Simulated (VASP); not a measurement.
Set up this calculation in VASP 6.6.1, as the native input.

* Task: single point
* Functional: PBE
* Potentials or basis: VASP PAW PBE potentials, release 64 (Si, C)
* Cutoff: 520 eV
* k mesh: 4 × 4 × 1
* Occupations: fermi-dirac, width 0.05 eV
* Spin: no spin polarisation
* Dipole correction: no
* Further INCAR settings: ALGO = Normal; EDIFF = 1e-06; NBANDS = 36

The structure of SiC lies in POSCAR:

```
SiC
1.0
    3.0950000000      0.0000000000      0.0000000000
   -1.5475000000      2.6803486247      0.0000000000
    0.0000000000      0.0000000000     15.1700000000
Si C
6 6
Direct
    0.6666666667      0.3333333333      0.4583000000
    0.3333333333      0.6666666667      0.9583000000
    0.6666666667      0.3333333333      0.7917000000
    0.3333333333      0.6666666667      0.2917000000
    0.0000000000      0.0000000000      0.6250000000
    0.0000000000      0.0000000000      0.1250000000
    0.6666666667      0.3333333333      0.3333000000
    0.3333333333      0.6666666667      0.8333000000
    0.6666666667      0.3333333333      0.6667000000
    0.3333333333      0.6666666667      0.1667000000
    0.0000000000      0.0000000000      0.5000000000
    0.0000000000      0.0000000000      0.0000000000
```

These files were run (other wordings do the same):

INCAR

```
SYSTEM = SiC
  PREC = Accurate
  ENCUT = 520
  EDIFF = 1E-6
  ISMEAR = -1
  SIGMA = 0.05
  LREAL = .False.
  LASPH = .True.
  NELM = 100
  ALGO = Normal
  ISIF = 2
  LWAVE = .False.
  LCHARG = .False.
  GGA = PE
  NBANDS = 36
```

KPOINTS

```
Automatic mesh
0
Gamma
  4 4 1
  0 0 0
```

Potentials or basis: VASP PAW PBE potentials, release 64 (Si, C).

Command:

```sh
$ cat potpaw_PBE.64/Si/POTCAR potpaw_PBE.64/C/POTCAR > POTCAR
$ mpirun -np 1 vasp_std > vasp.out
```

It gave:

The pressure is 0.3 GPa. The largest force is 0.195 eV/Å and the band gap on the k mesh is 2.00 eV (least direct gap 3.10 eV).

Caveat: the k points lie up to 0.59 Å⁻¹ apart; an odd mesh through Γ misses points on the zone boundary, where band edges can lie.

Wall time 11 s on 1 thread of Intel(R) Xeon(R) 6975P-C (Granite Rapids) (shared host), peak memory 0.23 GiB.
